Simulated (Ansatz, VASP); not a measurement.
## One calculation of B3O2, two programs

```xyz
5
Lattice="2.9255 -2.2663 -0.1987 2.9255 2.2663 -0.1987 -2.3018 0.0000 3.8466" Properties=species:S:1:pos:R:3 pbc="T T T"
B     1.7605   -0.8956    0.1505
B     1.7605    0.8956    0.1505
B     2.0728    0.0000    2.3262
O     1.9382   -1.1258    1.4687
O     1.9382    1.1258    1.4687
```

Alike in both runs: functional PBE; k mesh 6 × 6 × 4; occupations gaussian, width 0.1 eV; no spin polarisation.

Ansatz relaxed the structure, and its values are those at the end. VASP's run is a single point on that final structure, the one shown.

```csv
,VASP,Ansatz
version,VASP 6.6.1,Ansatz 0.2.0
potentials or method,"VASP PAW PBE potentials, release 64 (B, O), cutoff 520 eV","scalar-relativistic, plane waves, PAW"
valence electrons in the cell,21,21
```

Ansatz gave:

- gap on the k mesh at the Fermi level (eV): none
- pressure (GPa): 0.1
- rms of the force components (eV/Å): 0.003

Q: Which values does VASP return?

A: gap on the k mesh at the Fermi level (eV): none; pressure (GPa): 0.4; rms of the force components (eV/Å): 0.060.

A gap of «none» marks a metal or a gap that the smearing closes. With one functional, cell and mesh, what is left measures potentials, basis and numerics.

The k mesh is coarse, so the values compare programs but aren't converged.
